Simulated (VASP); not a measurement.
Write the native input for VASP 6.6.1 that does the following.

```yaml
Task: single point
Functional: PBE
Potentials_or_basis: VASP PAW PBE potentials, release 64 (Si, W_sv)
Cutoff: 520 eV
k_mesh: 4 × 4 × 4
Occupations: gaussian, width 0.1 eV
Spin: no spin polarisation
Dipole_correction: no
Further_INCAR_settings: ALGO = Normal; EDIFF = 1e-06; NBANDS = 31
```

The structure of Si2W lies in POSCAR:

```
Si2W
1.0
    4.4324726500      0.0000000000      0.0000000000
    0.0000000000      4.4324726500      0.0000000000
    0.0000000000      0.0000000000      4.8917698800
Si W
4 2
Direct
    0.7305802300      0.5000000000      0.8112464900
    0.2694197700      0.5000000000      0.8112464900
    0.5000000000      0.7305802300      0.8112464900
    0.5000000000      0.2694197700      0.8112464900
    0.5000000000      0.0000000000      0.2804732800
    0.0000000000      0.5000000000      0.2804732800
```

One way to write it, as run:

INCAR

```
SYSTEM = Si2W
PREC = Accurate
ENCUT = 520
EDIFF = 1E-6
ISMEAR = 0
SIGMA = 0.1
LREAL = .False.
LASPH = .True.
NELM = 100
ALGO = Normal
ISIF = 2
LWAVE = .False.
LCHARG = .True.
GGA = PE
LELF = .True.
LVHAR = .True.
NBANDS = 31
```

KPOINTS

```
regular mesh
0
Gamma
  4 4 4
  0 0 0
```

Potentials or basis: VASP PAW PBE potentials, release 64 (Si, W_sv).

The run is started by

```bash
$ cat potpaw_PBE.64/Si/POTCAR potpaw_PBE.64/W_sv/POTCAR > POTCAR
$ mpirun -np 1 vasp_std > vasp.out
```

It gave:

```
Pressure               : 154.3 GPa
Largest force          : 72.321 eV/Å
Band gap on the k mesh : zero (band 22 reaches 9.30 eV, above the bottom of band 23 at 8.59 eV)
```

Caveat: spin-orbit coupling is left out, which moves the levels of the heavy elements; forces of over 1 eV/Å act on the atoms, so gaps and moduli don't describe the material at rest.

It took 74 s on 1 thread of AMD EPYC 7R13 (shared host), peak memory 0.19 GiB.
